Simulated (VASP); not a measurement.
Wanted: the native input for a VASP 6.6.1 run.

```
Task                   : single point
Functional             : PBE
Potentials or basis    : VASP PAW PBE potentials, release 64 (Si, Ru_pv)
Cutoff                 : 500 eV
k mesh                 : 4 × 4 × 4
Occupations            : gaussian, width 0.2 eV
Spin                   : no spin polarisation
Dipole correction      : no
Further INCAR settings : ALGO = Normal; EDIFF = 1e-06; NBANDS = 23
```

The structure of Si4Ru lies in POSCAR:

```
Si4Ru
1.0
    4.4297506371      0.0000000000      0.0000000000
    0.0000000000      4.4297506371      0.0000000000
    0.0000000000      0.0000000000      4.4297506371
Si Ru
4 1
Direct
    0.2969857853      0.2969857853      0.2969857853
    0.7030142147      0.7030142147      0.2969857853
    0.2969857853      0.7030142147      0.7030142147
    0.7030142147      0.2969857853      0.7030142147
    0.0000000000      0.0000000000      0.0000000000
```

The cell was built from a structure type or drawn by symmetry, and may not be a known phase.

These files were run (other wordings do the same):

INCAR

```
PREC = Accurate ; ENCUT = 500
EDIFF = 1E-6 ; ISMEAR = 0
SIGMA = 0.2 ; LREAL = False
LASPH = True ; NELM = 120
ALGO = Normal ; ISIF = 2
LWAVE = False ; LCHARG = False
GGA = PE ; NBANDS = 23
GGA_COMPAT = False
```

KPOINTS

```
regular mesh
0
Gamma
  4 4 4
```

Potentials or basis: VASP PAW PBE potentials, release 64 (Si, Ru_pv).

Launch:

```bash
$ cat potpaw_PBE.64/Si/POTCAR potpaw_PBE.64/Ru_pv/POTCAR > POTCAR
$ mpirun -np 1 vasp_std > vasp.out
```

It gave:

```
Pressure               : -0.4 GPa
Largest force          : 0.026 eV/Å
Band gap on the k mesh : zero (bands 15 and 16 overlap by 1.37 eV)
```

It took 7.6 s on 1 thread of AMD EPYC 9R45 96-Core Processor (Zen 5), with other jobs on the host, peak memory 0.15 GiB.
